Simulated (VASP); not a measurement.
# PbSe (Pm-3m) in VASP: settings compared

PbSe is run at these levels: PBE, LDA, PBEsol, RPBE; tasks: single point.

Everything below comes from runs of VASP 6.6.1. Logs are shortened: lines on timing, memory, paths and dates and some standing lists are left out, and cuts for length are marked.

### Step 1. The cell of the first run

It takes space group Pm-3m (No. 221, cubic). The conventional cell has a = 3.784 Å, b = 3.784 Å, c = 3.784 Å, α = 90.00°, β = 90.00°, γ = 90.00°. Within 4.3 Å of Pb (site symmetry m-3m) lie 8 Se at 3.28 Å and 6 Pb at 3.78 Å. Within 4.3 Å of Se (site symmetry m-3m) lie 8 Pb at 3.28 Å and 6 Se at 3.78 Å.

### Step 2. Single point, PBE

INCAR

```
  PREC = Accurate
  ENCUT = 500
  EDIFF = 1E-6
  ISMEAR = -1
  SIGMA = 0.03
  LREAL = F
  LASPH = T
  NELM = 120
  ALGO = Normal
  ISIF = 2
  LWAVE = F
  LCHARG = F
  GGA = PE
  NBANDS = 17
  GGA_COMPAT = F
```

KPOINTS

```
Automatic mesh
0
Gamma
  4 4 4
```

POSCAR

```
PbSe
1.0
    3.7843220000      0.0000000000      0.0000000000
    0.0000000000      3.7843220000      0.0000000000
    0.0000000000      0.0000000000      3.7843220000
Pb Se
1 1
Direct
    0.0000000000      0.0000000000      0.0000000000
    0.5000000000      0.5000000000      0.5000000000
```

Potentials or basis: VASP PAW PBE potentials, release 64 (Pb_d, Se).

On the command line:

```bash
$ cat potpaw_PBE.64/Pb_d/POTCAR potpaw_PBE.64/Se/POTCAR > POTCAR
$ mpirun -np 1 vasp_std > vasp.out
```

OUTCAR:

```text
PREC = Accurate
   ENCUT = 500
   EDIFF = 1E-6
   ISMEAR = -1
   LREAL = F
   LASPH = T
   NELM = 120
   ISIF = 2
   GGA = PE

 ion  position               nearest neighbor table
   1  0.000  0.000  0.000-   2 3.28   2 3.28   2 3.28   2 3.28   2 3.28   2 3.28   2 3.28   2 3.28

   2  0.500  0.500  0.500-   1 3.28   1 3.28   1 3.28   1 3.28   1 3.28   1 3.28   1 3.28   1 3.28

  LATTYP: Found a simple cubic cell.
 ALAT       =     3.7843220000

  Lattice vectors:

 A1 = (   3.7843220000,   0.0000000000,   0.0000000000)
 A2 = (   0.0000000000,   3.7843220000,   0.0000000000)
 A3 = (   0.0000000000,   0.0000000000,   3.7843220000)

Analysis of symmetry for initial positions (statically):
=====================================================================
 Subroutine PRICEL returns:
 Original cell was already a primitive cell.

 Routine SETGRP: Setting up the symmetry group for a
 simple cubic supercell.

 Subroutine GETGRP returns: Found 48 space group operations
 (whereof 48 operations were pure point group operations)
 out of a pool of 48 trial point group operations.

The static configuration has the point symmetry O_h .

Analysis of symmetry for dynamics (positions and initial velocities):
=====================================================================
 Subroutine PRICEL returns:
 Original cell was already a primitive cell.

 Routine SETGRP: Setting up the symmetry group for a
 simple cubic supercell.

 Subroutine GETGRP returns: Found 48 space group operations
 (whereof 48 operations were pure point group operations)
 out of a pool of 48 trial point group operations.

The dynamic configuration has the point symmetry O_h .

 Subroutine INISYM returns: Found 48 space group operations
 (whereof 48 operations are pure point group operations),
 and found     1 'primitive' translations

----------------------------------------------------------------------------------------

                                     Primitive cell

  volume of cell :      54.1956

  direct lattice vectors                    reciprocal lattice vectors
     3.784322000  0.000000000  0.000000000     0.264248127  0.000000000  0.000000000
     0.000000000  3.784322000  0.000000000     0.000000000  0.264248127  0.000000000
     0.000000000  0.000000000  3.784322000     0.000000000  0.000000000  0.264248127

  length of vectors
     3.784322000  3.784322000  3.784322000     0.264248127  0.264248127  0.264248127

  position of ions in fractional coordinates (direct lattice)
     0.000000000  0.000000000  0.000000000
     0.500000000  0.500000000  0.500000000

  ion indices of the primitive-cell ions
   primitive index   ion index
                 1           1
                 2           2

----------------------------------------------------------------------------------------

 KPOINTS: Automatic mesh

Automatic generation of k-mesh.
 Grid dimensions read from file:
 generate k-points for:    4    4    4

 Generating k-lattice:

  Cartesian coordinates                     Fractional coordinates (reciprocal lattice)
     0.066062032  0.000000000  0.000000000     0.250000000  0.000000000  0.000000000
     0.000000000  0.066062032  0.000000000     0.000000000  0.250000000  0.000000000
     0.000000000  0.000000000  0.066062032     0.000000000  0.000000000  0.250000000

  Length of vectors
     0.066062032  0.066062032  0.066062032

  Shift w.r.t. Gamma in fractional coordinates (k-lattice)
     0.000000000  0.000000000  0.000000000

 Subroutine IBZKPT returns following result:
 ===========================================

 Found     10 irreducible k-points:

 Following reciprocal coordinates:
            Coordinates               Weight
  0.000000  0.000000  0.000000      1.000000
  0.250000  0.000000  0.000000      6.000000
  0.500000  0.000000  0.000000      3.000000
  0.250000  0.250000  0.000000     12.000000
  0.500000  0.250000  0.000000     12.000000
  0.500000  0.500000  0.000000      3.000000
  0.250000  0.250000  0.250000      8.000000
  0.500000  0.250000  0.250000     12.000000
  0.500000  0.500000  0.250000      6.000000
  0.500000  0.500000  0.500000      1.000000
   k-points           NKPTS =     10   k-points in BZ     NKDIM =     10   number of bands    NBANDS=     17
   number of dos      NEDOS =    301   number of ions     NIONS =      2
   total plane-waves  NPLWV =  21952
   dimension x,y,z NGX =    28 NGY =   28 NGZ =   28
   dimension x,y,z NGXF=    56 NGYF=   56 NGZF=   56
   ions per type =               1   1
   NGX,Y,Z   is equivalent  to a cutoff of  12.30, 12.30, 12.30 a.u.
   NGXF,Y,Z  is equivalent  to a cutoff of  24.60, 24.60, 24.60 a.u.
 SYSTEM =  unknown system
   PREC   = accura    normal or accurate (medium, high low for compatibility)
   ISTART =      0    job   : 0-new  1-cont  2-samecut
   ICHARG =      2    charge: 1-file 2-atom 10-const
   ISPIN  =      1    spin polarized calculation?
   LNONCOLLINEAR =      F non collinear calculations
   LSORBIT =      F    spin-orbit coupling
   LASPH  =      T    aspherical Exc in radial PAW
   ENCUT  =  500.0 eV  36.75 Ry    6.06 a.u.   6.90  6.90  6.90*2*pi/ulx,y,z
   NELM   =    120;   NELMIN=  2; NELMDL= -5     # of ELM steps
   EDIFF  = 0.1E-05   stopping-criterion for ELM
   LREAL  =      F    real-space projection
   EDIFFG = 0.1E-04   stopping-criterion for IOM
   NSW    =      0    number of steps for IOM
   IBRION =     -1    ionic relax: 0-MD 1-quasi-New 2-CG
   NFREE  =      0    steps in history (QN), initial steepest desc. (CG)
   ISIF   =      2    stress and relaxation
   ISYM   =      2    0-nonsym 1-usesym 2-fastsym
   POTIM  = 0.5000    time-step for ionic-motion
   TEBEG  =    0.0;   TEEND  =   0.0 temperature during run
   PSTRESS=    0.0 pullay stress
   NELECT =      20.0000    total number of electrons
   NUPDOWN=      -1.0000    fix difference up-down
   EMIN   =  10.00;   EMAX   =-10.00  energy-range for DOS
   EFERMI =   0.00;   METHOD = LEGACY
   ISMEAR =    -1;   SIGMA  =   0.03  broadening in eV -4-tet -1-fermi 0-gaus
   EFERMI_NEDOS =   21; number of points for ismear=-14 and -15
   IALGO  =     38    algorithm
   IMIX   =      4    mixing-type and parameters
     AMIX     =   0.40;   BMIX     =  1.00
     AMIX_MAG =   1.60;   BMIX_MAG =  1.00
  volume/ion in A,a.u.               =      27.10       182.87
  Fermi-wavevector in a.u.,A,eV,Ry     =   1.174258  2.219025 18.760817  1.378881
  Thomas-Fermi vector in A             =   2.310658
   LORBIT       =      0    0 simple, 1 ext, 2 COOP (PROOUT), +10 PAW based schemes
   GGA     = PE    functional components
   LHFCALC =     F    Hartree Fock is set to
   AEXX    =    0.0000 exact exchange contribution
   IVDW    =     0    specifies the selected vdW correction
   LEPSILON=     F    determine dielectric tensor
   LRPA    =     F    only Hartree local field effects (RPA)
 non-spin polarized calculation
  energy-cutoff  :      500.00
  volume of cell :       54.20
 maximum number of plane-waves:      1406
 NGX is ok and might be reduce to    28
   NGX = 13   NGY = 13   NGZ = 13

 number of electron      20.0000009 magnetization

 Free energy of the ion-electron system (eV)
  ---------------------------------------------------
  ext. energy  EPLUGINS =         0.00000000
  ---------------------------------------------------
  free energy    TOTEN  =        -7.62660674 eV

  energy without entropy =       -7.62283981  energy(sigma->0) =       -7.62472327

 E-fermi :   5.3296     XC(G=0):  -9.9455

 val. band max:        5.2399001993   @ k =   0.5000   0.2500   0.0000
 cond. band min:       5.3760139589   @ k =   0.5000   0.5000   0.0000
 fundamental gap:      0.1361137596
 Fermi energy:         5.3295888265

 k-point     1 :       0.0000    0.0000    0.0000
  band No.  band energies     occupation
      1     -11.6264      2.00000
      2     -11.6264      2.00000
      3     -11.4758      2.00000
      4     -11.4758      2.00000
      5     -11.4758      2.00000
      6      -7.8262      2.00000
[... 9 lines left out ...]
     16      16.5939      0.00000
     17      18.1551      0.00000

 k-point     2 :       0.2500    0.0000    0.0000
  band No.  band energies     occupation
      1     -11.6231      2.00000
      2     -11.5690      2.00000
      3     -11.4969      2.00000
      4     -11.4969      2.00000
      5     -11.4740      2.00000
      6      -7.3929      2.00000
[... 9 lines left out ...]
     16      15.7751      0.00000
     17      17.5965      0.00000

 k-point     3 :       0.5000    0.0000    0.0000
  band No.  band energies     occupation
      1     -11.6197      2.00000
      2     -11.5178      2.00000
      3     -11.5178      2.00000
      4     -11.5121      2.00000
      5     -11.4721      2.00000
      6      -6.7615      2.00000
[... 9 lines left out ...]
     16      18.3384      0.00000
     17      18.5846      0.00000

 k-point     4 :       0.2500    0.2500    0.0000
  band No.  band energies     occupation
      1     -11.5940      2.00000
      2     -11.5356      2.00000
      3     -11.5300      2.00000
      4     -11.4951      2.00000
      5     -11.4927      2.00000
      6      -6.9957      2.00000
[... 9 lines left out ...]
     16      14.9394      0.00000
     17      15.4806      0.00000

 k-point     5 :       0.5000    0.2500    0.0000
  band No.  band energies     occupation
      1     -11.5840      2.00000
      2     -11.5622      2.00000
      3     -11.5137      2.00000
      4     -11.4909      2.00000
      5     -11.4832      2.00000
      6      -6.4642      2.00000
[... 9 lines left out ...]
     16      15.6890      0.00000
     17      16.5614      0.00000

 k-point     6 :       0.5000    0.5000    0.0000
  band No.  band energies     occupation
      1     -11.6047      2.00000
      2     -11.5638      2.00000
      3     -11.5096      2.00000
      4     -11.5096      2.00000
      5     -11.4389      2.00000
      6      -6.1222      2.00000
[... 9 lines left out ...]
     16      14.4949      0.00000
     17      14.4949      0.00000

 k-point     7 :       0.2500    0.2500    0.2500
  band No.  band energies     occupation
      1     -11.5336      2.00000
      2     -11.5336      2.00000
      3     -11.5322      2.00000
      4     -11.5167      2.00000
      5     -11.5167      2.00000
      6      -6.6621      2.00000
[... 9 lines left out ...]
     16      15.2858      0.00000
     17      17.8054      0.00000

 k-point     8 :       0.5000    0.2500    0.2500
  band No.  band energies     occupation
      1     -11.5583      2.00000
      2     -11.5415      2.00000
      3     -11.5305      2.00000
      4     -11.5147      2.00000
      5     -11.4721      2.00000
      6      -6.2490      2.00000
[... 9 lines left out ...]
     16      15.4206      0.00000
     17      18.2517      0.00000

 k-point     9 :       0.5000    0.5000    0.2500
  band No.  band energies     occupation
      1     -11.5852      2.00000
      2     -11.5379      2.00000
      3     -11.5379      2.00000
      4     -11.5003      2.00000
      5     -11.4377      2.00000
      6      -6.0086      2.00000
[... 9 lines left out ...]
     16      17.1210      0.00000
     17      18.8209      0.00000

 k-point    10 :       0.5000    0.5000    0.5000
  band No.  band energies     occupation
      1     -11.5658      2.00000
      2     -11.5658      2.00000
      3     -11.5658      2.00000
      4     -11.4365      2.00000
      5     -11.4365      2.00000
      6      -5.8846      2.00000
[... 9 lines left out ...]
     16      19.1416      0.00000
     17      22.6288      0.00000

------------------------ aborting loop because EDIFF is reached ----------------------------------------

  FORCE on cell =-STRESS in cart. coord.  units (eV):
  Direction    XX          YY          ZZ          XY          YZ          ZX
  --------------------------------------------------------------------------------------
  -------------------------------------------------------------------------------------
  Total        0.1690665      0.1690665      0.1690665      0.0000000      0.0000000     -0.0000000
  in kB        4.9980889      4.9980889      4.9980889      0.0000000      0.0000000     -0.0000000
  external PRESSURE =       4.9980889 kB  Pullay stress =       0.0000000 kB

 VOLUME and BASIS-vectors are now :
 -----------------------------------------------------------------------------
  energy-cutoff  :      500.00
  volume of cell :       54.20
      direct lattice vectors                 reciprocal lattice vectors
     3.784322000  0.000000000  0.000000000     0.264248127  0.000000000  0.000000000
     0.000000000  3.784322000  0.000000000     0.000000000  0.264248127  0.000000000
     0.000000000  0.000000000  3.784322000     0.000000000  0.000000000  0.264248127

 POSITION                                       TOTAL-FORCE (eV/Angst)
 -----------------------------------------------------------------------------------
      0.00000      0.00000      0.00000         0.000000      0.000000      0.000000
      1.89216      1.89216      1.89216         0.000000      0.000000      0.000000
 -----------------------------------------------------------------------------------
    total drift:                               -0.000000      0.000000      0.000000

  FREE ENERGIE OF THE ION-ELECTRON SYSTEM (eV)
  ---------------------------------------------------
  free  energy   TOTEN  =        -7.6266067388 eV

  energy  without entropy=       -7.6228398082  energy(sigma->0) =       -7.62472327
```

It took 8.6 s on 1 thread of Intel Xeon Platinum 8375C at 2.90GHz (Ice Lake), shared host; peak memory 0.15 GiB.

Results:

```yaml
Free_energy: -7.6266 eV
Pressure: 0.5 GPa
Band_gap_on_the_k_mesh: zero (band 10 reaches 5.38 eV, above the bottom of band 11 at 4.75 eV)
```

Caveat: the k points lie up to 0.42 Å⁻¹ apart; spin-orbit coupling is left out, which moves the levels of the heavy elements.

### Step 3. Single point, LDA (volume scaled by 1.06)

INCAR

```
SYSTEM = PbSe
PREC = Accurate
ENCUT = 520
EDIFF = 1E-6
ISMEAR = -1
SIGMA = 0.05
LREAL = .False.
LASPH = .True.
NELM = 60
ALGO = Normal
ISIF = 2
LWAVE = .False.
LCHARG = .False.
GGA = CA
NBANDS = 17
```

KPOINTS

```
regular mesh
0
Gamma
  7 7 7
  0 0 0
```

POSCAR

```
PbSe
1.0
    3.8585432354      0.0000000000      0.0000000000
    0.0000000000      3.8585432354      0.0000000000
    0.0000000000      0.0000000000      3.8585432354
Pb Se
1 1
Direct
    0.0000000000      0.0000000000      0.0000000000
    0.5000000000      0.5000000000      0.5000000000
```

Potentials or basis: VASP PAW LDA potentials, release 64 (Pb_d, Se).

On the command line:

```bash
$ cat potpaw_LDA.64/Pb_d/POTCAR potpaw_LDA.64/Se/POTCAR > POTCAR
$ mpirun -np 1 vasp_std > vasp.out
```

Wall time 33 s (1 thread of Intel Xeon 8259CL, shared host); peak memory 0.16 GiB.

It converged, with:

| Item | Value |
| --- | --- |
| Free energy | -8.8622 eV |
| Pressure | -6.8 GPa |
| Band gap on the k mesh | zero (band 10 reaches 4.57 eV, above the bottom of band 11 at 4.47 eV) |

Levels at points of the mesh, in eV from the Fermi level:
```tsv
k point	band 8	band 9	band 10	band 11	band 12	band 13
(0.00, 0.00, 0.00)	-1.34	-1.34	-1.34	5.18	5.18	5.59
```

Caveat: spin-orbit coupling is left out, which moves the levels of the heavy elements.

(Part 1 of 2 ends here.)
